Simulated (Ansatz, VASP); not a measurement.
## Two plane-wave programs on H3PbCI

```
Pb C H I
1.0
    13.76000    0.00000    0.00000
     0.00000   10.80000    0.00000
     0.00000    0.00000   11.11000
Pb C H I
1 1 3 1
Direct
  0.47144 0.49985 0.40504
  0.60328 0.49985 0.53670
  0.67301 0.49985 0.48658
  0.59906 0.58303 0.59512
  0.59906 0.41667 0.59512
  0.32703 0.49985 0.59191
```

Alike in both runs: task single point; functional PBE; k mesh 1 × 1 × 1; occupations gaussian, width 0.01 eV; non-collinear spin, spin-orbit coupling.

|  | VASP | Ansatz |
| --- | --- | --- |
| version | VASP 6.6.1 | Ansatz 0.2.0 |
| potentials or method | VASP PAW PBE potentials, release 64 (Pb_d, C, H, I), cutoff 520 eV | plane waves, PAW |
| valence electrons in the cell | 28 | 38 |

Ansatz gave:

| Property | Result |
| --- | --- |
| rms of the force components (eV/Å) | 0.188 |
| net moment per atom (μB) | 0.00 |

Task: Which values does VASP return?

Result: rms of the force components (eV/Å): 0.173; net moment per atom (μB): 0.00.

Atom by atom the forces differ by 0.015 eV/Å (rms over components). VASP's potentials hold 28 valence electrons a cell and Ansatz's 38, so a difference there can come from the potentials and not from the codes. Ansatz's warnings: xc potential rough in thin density.
